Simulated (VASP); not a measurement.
# AlPt (Pm-3m) in VASP: vibrations by perturbation theory with PBEsol

Aim: the vibrations by perturbation theory of AlPt with PBEsol.

Program: VASP 6.6.1. These are calculated values, not measurements. Logs are shortened: lines on timing, memory, paths and dates and some standing lists are left out, and cuts for length are marked.

## (1) The cell of the first run

Symmetry: Pm-3m, No. 221, cubic system. Conventional cell: a = 3.061 Å, b = 3.061 Å, c = 3.061 Å, α = 90.00°, β = 90.00°, γ = 90.00°. Al (site symmetry m-3m) has 8 Pt at 2.65 Å and 6 Al at 3.06 Å within 3.5 Å. Within 3.5 Å of Pt (site symmetry m-3m) lie 8 Al at 2.65 Å and 6 Pt at 3.06 Å.

## (2) Vibrations by perturbation theory, PBEsol

INCAR reads:

```
ALGO = Normal ; EDIFF = 1E-8
ENCUT = 500 ; GGA = PS
GGA_COMPAT = False ; IBRION = 8
ISIF = 2 ; ISMEAR = -1
LASPH = True ; LCHARG = False
LREAL = False ; LWAVE = False
NBANDS = 14 ; NELM = 120
NSW = 1 ; PREC = Accurate
SIGMA = 0.15
```

KPOINTS reads:

```
k-points
0
Gamma
  16 16 16
```

POSCAR reads:

```
AlPt
1.0
    3.0607185129      0.0000000000      0.0000000000
    0.0000000000      3.0607185129      0.0000000000
    0.0000000000      0.0000000000      3.0607185129
Al Pt
1 1
Direct
    0.0000000000      0.0000000000      0.0000000000
    0.5000000000      0.5000000000      0.5000000000
```

Potentials or basis: VASP PAW PBE potentials, release 64 (Al, Pt).

On the command line:

```console
cat potpaw_PBE.64/Al/POTCAR potpaw_PBE.64/Pt/POTCAR > POTCAR
mpirun -np 1 vasp_std > vasp.out
```

OUTCAR:

```text
EDIFF = 1E-8
   ENCUT = 500
   GGA = PS
   IBRION = 8
   ISIF = 2
   ISMEAR = -1
   LASPH = True
   LREAL = False
   NELM = 120
   NSW = 1
   PREC = Accurate

 ion  position               nearest neighbor table
   1  0.000  0.000  0.000-   2 2.65   2 2.65   2 2.65   2 2.65   2 2.65   2 2.65   2 2.65   2 2.65

   2  0.500  0.500  0.500-   1 2.65   1 2.65   1 2.65   1 2.65   1 2.65   1 2.65   1 2.65   1 2.65

  LATTYP: Found a simple cubic cell.
 ALAT       =     3.0607185129

  Lattice vectors:

 A1 = (   3.0607185129,   0.0000000000,   0.0000000000)
 A2 = (   0.0000000000,   3.0607185129,   0.0000000000)
 A3 = (   0.0000000000,   0.0000000000,   3.0607185129)

Analysis of symmetry for initial positions (statically):
=====================================================================
 Subroutine PRICEL returns:
 Original cell was already a primitive cell.

 Routine SETGRP: Setting up the symmetry group for a
 simple cubic supercell.

 Subroutine GETGRP returns: Found 48 space group operations
 (whereof 48 operations were pure point group operations)
 out of a pool of 48 trial point group operations.

The static configuration has the point symmetry O_h .

Analysis of symmetry for dynamics (positions and initial velocities):
=====================================================================
 Subroutine PRICEL returns:
 Original cell was already a primitive cell.

 Routine SETGRP: Setting up the symmetry group for a
 simple cubic supercell.

 Subroutine GETGRP returns: Found 48 space group operations
 (whereof 48 operations were pure point group operations)
 out of a pool of 48 trial point group operations.

The dynamic configuration has the point symmetry O_h .

 Subroutine INISYM returns: Found 48 space group operations
 (whereof 48 operations are pure point group operations),
 and found     1 'primitive' translations

----------------------------------------------------------------------------------------

                                     Primitive cell

  volume of cell :      28.6728

  direct lattice vectors                    reciprocal lattice vectors
[... 566 lines left out ...]
  energy-cutoff  :      500.00
  volume of cell :       28.67
      direct lattice vectors                 reciprocal lattice vectors
     3.060718513  0.000000000  0.000000000     0.326720669  0.000000000  0.000000000
     0.000000000  3.060718513  0.000000000     0.000000000  0.326720669  0.000000000
     0.000000000  0.000000000  3.060718513     0.000000000  0.000000000  0.326720669

 POSITION                                       TOTAL-FORCE (eV/Angst)
 -----------------------------------------------------------------------------------
      0.00000      0.00000      0.00000         0.000000      0.000000      0.000000
      1.53036      1.53036      1.53036         0.000000      0.000000      0.000000
 -----------------------------------------------------------------------------------
    total drift:                                0.000000     -0.000000     -0.000000

  FREE ENERGIE OF THE ION-ELECTRON SYSTEM (eV)
  ---------------------------------------------------
  free  energy   TOTEN  =       -12.9599458147 eV

  energy  without entropy=      -12.9102192303  energy(sigma->0) =      -12.93508252

[... ionic steps 2 to 3 ...]

--------------------------------------- Ionic step        4  -------------------------------------------

------------------------ aborting loop because EDIFF is reached ----------------------------------------

[... ionic steps 5 to 6 ...]

--------------------------------------- Ionic step        7  -------------------------------------------

 Free energy of the ion-electron system (eV)
  ---------------------------------------------------
  ---------------------------------------------------
  free energy    TOTEN  =        -0.24857106 eV

  energy without entropy =       -0.24857104

------------------------ aborting loop because EDIFF is reached ----------------------------------------

 INTERNAL STRAIN TENSOR  FOR ION    2  DIRECTION 1   (eV/Angst):
 -----------------------------------------------------------------------------
     0.02060  0.00000  0.00000
     0.00000  0.00995  0.00000
     0.00000  0.00000  0.00995

 INTERNAL STRAIN TENSOR FOR ION    2 for displacements in x,y,z  (eV/Angst):
          X           Y           Z          XY          YZ          ZX
  --------------------------------------------------------------------------------
  x     0.00000     0.00000     0.00000     0.00000     0.00000     0.00000
  y     0.00000     0.00000     0.00000     0.00000     0.00000     0.00000
  z     0.00000     0.00000     0.00000     0.00000     0.00000     0.00000

 SECOND DERIVATIVES (NOT SYMMETRIZED)
 ------------------------------------
               1X          1Y          1Z          2X          2Y          2Z
  1X    -4.416463    0.000000   -0.000000    4.416463   -0.000000    0.000000
  1Y     0.000000   -4.416463   -0.000000   -0.000000    4.416463    0.000000
  1Z     0.000000   -0.000000   -4.416463   -0.000000    0.000000    4.416463
  2X     4.414332   -0.000000   -0.000000   -4.414332    0.000000    0.000000
  2Y    -0.000000    4.414332   -0.000000    0.000000   -4.414332    0.000000
  2Z    -0.000000   -0.000000    4.414332    0.000000    0.000000   -4.414332

 Eigenvectors and eigenvalues of the dynamical matrix
 ----------------------------------------------------

   1 f  =    6.748015 THz    42.399030 2PiTHz  225.089559 cm-1    27.907536 meV
             X         Y         Z           dx          dy          dz
      0.000000  0.000000  0.000000    -0.000000    0.937309    0.000000
      1.530359  1.530359  1.530359    -0.000000   -0.348498    0.000000
[... 21 lines left out ...]
   6 f/i=    0.000532 THz     0.003343 2PiTHz    0.017748 cm-1     0.002200 meV
             X         Y         Z           dx          dy          dz
      0.000000  0.000000  0.000000    -0.348498   -0.000000    0.000000
      1.530359  1.530359  1.530359    -0.937309    0.000000    0.000000

--------------------------------------------------------------------------------------------------------

 ELASTIC MODULI CONTR FROM IONIC RELAXATION (kBar)
 Direction    XX          YY          ZZ          XY          YZ          ZX
 --------------------------------------------------------------------------------
 XX           0.0000      0.0000      0.0000      0.0000      0.0000      0.0000
 YY           0.0000      0.0000      0.0000      0.0000      0.0000      0.0000
 ZZ           0.0000      0.0000      0.0000      0.0000      0.0000      0.0000
 XY           0.0000      0.0000      0.0000      0.0000      0.0000      0.0000
 YZ           0.0000      0.0000      0.0000      0.0000      0.0000      0.0000
 ZX           0.0000      0.0000      0.0000      0.0000      0.0000      0.0000
 --------------------------------------------------------------------------------
```

OSZICAR:

```text
N       E                     dE             d eps       ncg     rms          rms(c)
DAV:   1     0.419966490600E+02    0.41997E+02   -0.54796E+03  4772   0.747E+02
DAV:   2    -0.124577931907E+02   -0.54454E+02   -0.49952E+02  5670   0.164E+02
DAV:   3    -0.135529127976E+02   -0.10951E+01   -0.10912E+01  5760   0.215E+01
DAV:   4    -0.135587643244E+02   -0.58515E-02   -0.58512E-02  5610   0.194E+00
[... 38 lines left out ...]
RMM:   8    -0.248571146667E+00    0.49317E-06   -0.41762E-09 21029   0.325E-04    0.416E-05
RMM:   9    -0.248571125326E+00    0.21342E-07   -0.29614E-10 21453   0.496E-05    0.938E-06
RMM:  10    -0.248571013254E+00    0.11207E-06   -0.22589E-09 21386   0.709E-06    0.160E-06
RMM:  11    -0.248571035609E+00   -0.22354E-07    0.38118E-09 19908   0.359E-06    0.127E-06
RMM:  12    -0.248571056436E+00   -0.20827E-07    0.17677E-09 18036   0.348E-06    0.837E-08
 Linear response finished
```

stdout:

```text
POSCAR found type information on POSCAR AlPt
 POSCAR found :  2 types and       2 ions
 scaLAPACK will be used
 -----------------------------------------------------------------------------
|                                                                             |
|                                                                             |
|     You enforced a specific xc type in the INCAR file but a different       |
|     I HOPE YOU KNOW WHAT YOU ARE DOING!                                     |
|                                                                             |
 -----------------------------------------------------------------------------

 LDA part: xc-table for (Slater+PW92), standard interpolation
 POSCAR, INCAR and KPOINTS ok, starting setup
 FFT: planning ... GRIDC
 FFT: planning ... GRID_SOFT
 FFT: planning ... GRID
 WAVECAR not read
 entering main loop
 Linear response reoptimize wavefunctions to high precision
 Linear response DOF=           2
 Linear response progress:
 first order change of Fermi-energy   0.11899E-04
 force on displaced ion       1 direction 1 :  -4.416   0.000   0.000
 Linear response progress:
 first order change of Fermi-energy   0.14455E-02
 force on displaced ion       2 direction 1 :  -4.414  -0.000  -0.000
 Linear response finished
```

It took 5.4 min on 1 thread of AMD EPYC 7R43 (Zen 3), shared host; peak memory 0.39 GiB.

What came out:

```yaml
Highest_phonon_frequency_at_Γ: 225 cm⁻¹
```

Phonon frequencies in cm⁻¹ (negative: imaginary):
| q point | frequencies |
| --- | --- |
| (0.000, 0.000, 0.000) | 0 0 0 225 225 225 |

Caveat: spin-orbit coupling is left out, which moves the levels of the heavy elements.
